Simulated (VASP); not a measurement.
## C: single point with PBEsol

The system is C, a slab with vacuum.

```
C
1.0
     0.00000    4.18608    0.00000
    -3.62525   -2.09304    0.00000
     0.00000    0.00000   25.62000
C
6
Direct
  0.66667 0.66667 0.29311
  0.33332 0.00000 0.29311
  0.99999 0.33332 0.29311
  0.33332 0.33332 0.29311
  0.99999 0.66667 0.29311
  0.66667 0.00000 0.29311
```

```json
{"Program": "VASP 6.6.1", "Task": "single point", "Functional": "PBEsol", "Potentials or basis": "VASP PAW PBE potentials, release 64 (C)", "Cutoff": "520 eV", "k mesh": "9 × 9 × 1", "Occupations": "gaussian, width 0.04 eV", "Spin": "no spin polarisation", "Dipole correction": "yes", "Further INCAR settings": "ALGO = Normal; EDIFF = 1e-06; NBANDS = 21; NELMDL = -8"}
```

```
Band gap on the k mesh                 : zero (filled and empty bands touch)
Ionisation potential of the upper face : 4.15 eV
```

Levels at points of the mesh, in eV from the Fermi level:
| k point | band 9 | band 10 | band 11 | band 12 | band 13 | band 14 | band 15 | band 16 |
| --- | --- | --- | --- | --- | --- | --- | --- | --- |
| (0.00, 0.00, 0.00) | -2.98 | -2.98 | 0.00 | 0.00 | 0.00 | 0.00 | 3.22 | 4.00 |

Run time: 2.5 min on 1 thread of AMD EPYC 7R13 Processor (Zen 3) (shared host), peak memory 0.43 GiB.
